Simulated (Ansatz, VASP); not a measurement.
## Two plane-wave programs on Cu

INCAR

```
SYSTEM = Cu
PREC     = Accurate       ! precision mode
ENCUT    = 520            ! plane-wave cutoff, eV
EDIFF    = 1E-6           ! SCF threshold, eV
ISMEAR   = 0              ! smearing method
SIGMA    = 0.05           ! smearing width, eV
LREAL    = .FALSE.        ! projectors in reciprocal space
LASPH    = .TRUE.         ! aspherical terms in the spheres
NELM     = 80             ! most SCF steps
ALGO     = Normal         ! electronic algorithm
ISIF     = 2              ! what is computed and relaxed
LWAVE    = .FALSE.        ! write WAVECAR
LCHARG   = .FALSE.        ! write CHGCAR
GGA      = PE             ! functional
NBANDS   = 12             ! bands
```

File KPOINTS:

```
Automatic mesh
0
G
  20 20 20
  0 0 0
```

The input POSCAR:

```
Cu
1.0
    0.0000000000      1.8143178982      1.8143178982
    1.8143178982      0.0000000000      1.8143178982
    1.8143178982      1.8143178982      0.0000000000
Cu
1
Direct
    0.0000000000      0.0000000000      0.0000000000
```

Input for Ansatz:

```yaml
crystal:
  lattice:
    - [0.0, 1.8143178982, 1.8143178982]
    - [1.8143178982, 0.0, 1.8143178982]
    - [1.8143178982, 1.8143178982, 0.0]
  atoms:
    - { symbol: Cu, position: [0.0, 0.0, 0.0] }
basis:
  ecutwfc: 600
  ecutrho_ratio: 5
kpoints:
  mp_grid: { grid: [20, 20, 20] }
  band_path:
    path:
      - [[0.0, 0.0, 0.0], [0.5, 0.0, 0.5], [0.625, 0.25, 0.625]]
      - [[0.375, 0.375, 0.75], [0.0, 0.0, 0.0], [0.5, 0.5, 0.5], [0.5, 0.25, 0.75], [0.5, 0.0, 0.5]]
    npoints: 14
hamiltonian:
  xc: pbe
scf:
  occupations: { method: gaussian, width: 0.05 }
  n_extra_bands: 10
output:
  forces: true
  stress: true
  eigenvalues: true
  populations: true
  dos: { projected: true, de: 0.02, nscf_kmesh: { grid: [30, 30, 30] } }
  bader: true
```

Alike in both runs: task single point; functional PBE; k mesh 20 × 20 × 20; occupations gaussian, width 0.05 eV; no spin polarisation.

|  | VASP | Ansatz |
| --- | --- | --- |
| version | VASP 6.6.1 | Ansatz 0.2.0 |
| potentials or method | VASP PAW PBE potentials, release 64 (Cu), cutoff 520 eV | scalar-relativistic, plane waves, PAW |
| valence electrons in the cell | 11 | 19 |

Ansatz gave:

| Property | Result |
| --- | --- |
| gap on the k mesh at the Fermi level (eV) | none |
| pressure (GPa) | 0.1 |

**Question.** Which values does VASP return?

**Answer.** gap on the k mesh at the Fermi level (eV): none; pressure (GPa): 0.7.

A gap of «none» marks a metal or a gap that the smearing closes. VASP's potentials hold 11 valence electrons a cell and Ansatz's 19, so a difference there can come from the potentials and not from the codes.
